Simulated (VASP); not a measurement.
Runs of VASP 6.6.1 on MgS. The structure is that of space group Fm-3m (No. 225), or close to it. The cells are those of the table. 

| task | cell | cutoff (eV) | smearing | gap on the mesh (eV) | pressure (GPa) |
| --- | --- | --- | --- | --- | --- |
| single point | a = 3.698 Å, angles 60.0°, 2 atoms | 520 | gaussian 0.02 eV | 2.74 | -0.3 |
| single point | a = 3.770 Å, angles 60.0°, 2 atoms | 520 | gaussian 0.02 eV | 2.61 | (b) |
| relaxation of cell and atoms | relaxed from a = 3.679 Å, angles 60.0°, 2 atoms | 600 | gaussian 0.02 eV | (a) | 0.0 |
| single point | a = 3.622 Å, angles 60.0°, 2 atoms | 520 | gaussian 0.02 eV | 2.88 | 4.9 |
| single point | a = 3.817 Å, angles 60.0°, 2 atoms | 520 | gaussian 0.02 eV | 2.53 | -6.0 |
| single point | a = 3.584 Å, angles 60.0°, 2 atoms | 520 | gaussian 0.02 eV | 2.94 | 8.1 |

Alike in all rows: level PBE; potentials or basis VASP PAW PBE potentials, release 64 (Mg, S); no spin polarisation; k mesh 8 × 8 × 8.

Task: Fill in the values left out.

Result: (a) 2.75; (b) -4.1.

A k mesh can miss the band edges.
